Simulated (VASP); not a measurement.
Write the native input for VASP 6.6.1 that does the following.

```
Task                   : single point
Functional             : PBE
Potentials or basis    : VASP PAW PBE potentials, release 64 (Al, In_d, Sb, N)
Cutoff                 : 520 eV
k mesh                 : 3 × 3 × 2
Occupations            : gaussian, width 0.15 eV
Spin                   : no spin polarisation
Dipole correction      : no
Further INCAR settings : ALGO = Normal; EDIFF = 1e-06; NBANDS = 41
```

The structure of AlIn3Sb2N2 lies in POSCAR:

```
AlIn3Sb2N2
1.0
    5.1221844699      0.0000000000      0.0000000000
    0.0000000000      5.1221844699      0.0000000000
    0.0000000000      0.0000000000      6.5572456929
Al In Sb N
1 3 2 2
Direct
    0.5000000000      0.5000000000      0.5000000000
    0.0000000000      0.5000000000      0.0000000000
    0.5000000000      0.0000000000      0.0000000000
    0.5000000000      0.5000000000      0.0000000000
    0.0000000000      0.0000000000      0.2993509191
    0.0000000000      0.0000000000      0.7006490809
    0.0000000000      0.5000000000      0.5000000000
    0.5000000000      0.0000000000      0.5000000000
```

One way to write it, as run:

INCAR

```
SYSTEM = AlIn3Sb2N2
  PREC = Accurate
  ENCUT = 520
  EDIFF = 1E-6
  ISMEAR = 0
  SIGMA = 0.15
  LREAL = .False.
  LASPH = .True.
  NELM = 80
  ALGO = Normal
  ISIF = 2
  LWAVE = .False.
  LCHARG = .True.
  GGA = PE
  LELF = .True.
  LVHAR = .True.
  NBANDS = 41
```

KPOINTS

```
Automatic mesh
0
Gamma
  3 3 2
  0 0 0
```

Potentials or basis: VASP PAW PBE potentials, release 64 (Al, In_d, Sb, N).

Launch:

```console
$ cat potpaw_PBE.64/Al/POTCAR potpaw_PBE.64/In_d/POTCAR potpaw_PBE.64/Sb/POTCAR potpaw_PBE.64/N/POTCAR > POTCAR
$ mpirun -np 1 vasp_std > vasp.out
```

Results of the run:

| Property | Result |
| --- | --- |
| Pressure | 0.5 GPa |
| Largest force | 0.088 eV/Å |
| Band gap on the k mesh | zero (band 31 reaches 7.84 eV, above the bottom of band 32 at 6.33 eV) |

Caveat: the k points lie up to 0.48 Å⁻¹ apart; spin-orbit coupling is left out, which moves the levels of the heavy elements.

Wall time 28 s on 1 thread of Intel(R) Xeon(R) 6975P-C (Granite Rapids), on a shared host, peak memory 0.29 GiB.
